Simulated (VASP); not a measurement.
A run of VASP 6.6.1 is set up as follows.

File INCAR:

```
ALGO     = Normal         # electronic algorithm
EDIFF    = 1E-6           # SCF threshold, eV
ENCUT    = 520            # plane-wave cutoff, eV
ISIF     = 2              # what is computed and relaxed
ISMEAR   = -1             # smearing method
LASPH    = T              # aspherical terms in the spheres
LCHARG   = T              # write CHGCAR
LELF     = T              # ELF
LREAL    = F              # projectors in reciprocal space
LVHAR    = T            
LWAVE    = F              # write WAVECAR
NBANDS   = 8              # bands
NELM     = 80             # most SCF steps
PREC     = Accurate       # precision mode
SIGMA    = 0.1            # smearing width, eV
```

KPOINTS

```
k-points
0
Gamma
  16 16 16
```

Contents of POSCAR:

```
Si
1.0
    2.1091743315      0.0000000000      0.0000000000
    0.0000000000      2.1091743315      0.0000000000
    0.0000000000      0.0000000000      2.1091743315
Si
1
Direct
    0.0000000000      0.0000000000      0.0000000000
```

Potentials or basis: VASP PAW LDA potentials, release 64 (Si).

Launch:

```console
$ cat potpaw_LDA.64/Si/POTCAR > POTCAR
$ mpirun -np 1 vasp_std > vasp.out
```

Task: What does it give for the pressure?

Result: 154.5 GPa.

Task: Estimate the band gap on the k mesh.

Result: Zero (band 2 reaches 24.03 eV, above the bottom of band 3 at 14.63 eV).
